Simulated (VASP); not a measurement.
# KMo: single point with PBE

Crystal: KMo.

```
K Mo
1.0
     3.75036    0.00000    0.00000
     0.00000    3.75036    0.00000
     0.00000    0.00000    3.75036
K Mo
1 1
Cartesian
  0.0000 0.0000 0.0000
  1.8752 1.8752 1.8752
```

| Quantity | Value |
| --- | --- |
| Program | VASP 6.6.1 |
| Task | single point |
| Functional | PBE |
| Potentials or basis | VASP PAW PBE potentials, release 64 (K_sv, Mo_sv) |
| Cutoff | 520 eV |
| k mesh | 6 × 6 × 6 |
| Occupations | gaussian, width 0.1 eV |
| Spin | no spin polarisation |
| Dipole correction | no |
| Further INCAR settings | ALGO = Normal; EDIFF = 1e-06; NBANDS = 18 |

```yaml
Pressure: -0.5 GPa
Band_gap_on_the_k_mesh: zero (an odd number of electrons rules out a gap without spin polarisation)
```

Levels at points of the mesh, in eV from the Fermi level:
| k point | band 9 | band 10 | band 11 | band 12 | band 13 | band 14 |
| --- | --- | --- | --- | --- | --- | --- |
| (0.00, 0.00, 0.00) | -3.68 | -1.52 | -1.52 | 0.50 | 0.50 | 0.50 |
| (0.50, 0.00, 0.00) | -1.55 | -1.03 | -0.11 | 0.14 | 0.14 | 0.67 |
| (0.50, 0.50, 0.00) | -1.69 | -1.37 | -0.23 | -0.23 | 1.24 | 2.35 |
| (0.50, 0.50, 0.50) | -0.54 | -0.54 | -0.54 | 1.28 | 1.28 | 1.90 |

Wall time 7.3 s on 1 thread of Intel(R) Xeon(R) 6975P-C (Granite Rapids) (shared host), peak memory 0.16 GiB.
